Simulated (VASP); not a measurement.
The system is Te.

```xyz
3
Lattice="4.5634 0.0000 0.0000 -2.2817 3.9520 0.0000 0.0000 0.0000 6.0151" Properties=species:S:1:pos:R:3 pbc="T T T"
Te    1.2243    0.0000    2.0050
Te   -0.6122    1.0603    4.0101
Te    1.6695    2.8917    0.0000
```

```yaml
Program: VASP 6.6.1
Task: relaxation of shape and atoms at fixed volume
Functional: PBE
Potentials_or_basis: VASP PAW PBE potentials, release 64 (Te)
Cutoff: 600 eV
k_mesh: 12 × 12 × 6
Occupations: gaussian, width 0.01 eV
Spin: no spin polarisation
```

At the start: pressure -1.2 GPa; volume 36.16 Å³/atom.

Q: How do energy, volume and symmetry change on relaxing?

A: Over 6 steps the energy falls by 2.5 meV/atom; space group P3_121 (No. 152, to 0.1 Å) before and after.

The path:
| step | energy change (eV) | largest force (eV/Å) | pressure (GPa) | volume (Å³) |
| --- | --- | --- | --- | --- |
| 1 | 0.0000 | 0.1372 | -1.23 | 108.48 |
| 2 | -0.0036 | 0.1030 | -1.02 | 108.48 |
| 3 | -0.0071 | 0.0296 | -0.59 | 108.48 |
| 4 | -0.0073 | 0.0073 | -0.47 | 108.48 |
| 5 | -0.0073 | 0.0102 | -0.49 | 108.48 |
| 6 | -0.0074 | 0.0068 | -0.48 | 108.48 |

Final structure:
```cif
data_structure
_symmetry_space_group_name_H-M 'P 1'
_symmetry_Int_Tables_number 1
_cell_length_a 4.5920
_cell_length_b 4.5920
_cell_length_c 5.9403
_cell_angle_alpha 90.000
_cell_angle_beta 90.000
_cell_angle_gamma 120.000
_cell_volume 108.48
loop_
_atom_site_label
_atom_site_type_symbol
_atom_site_fract_x
_atom_site_fract_y
_atom_site_fract_z
_atom_site_occupancy
Te1 Te 0.26324 0.00000 0.33333 1
Te2 Te 0.00000 0.26324 0.66667 1
Te3 Te 0.73676 0.73676 0.00000 1
```
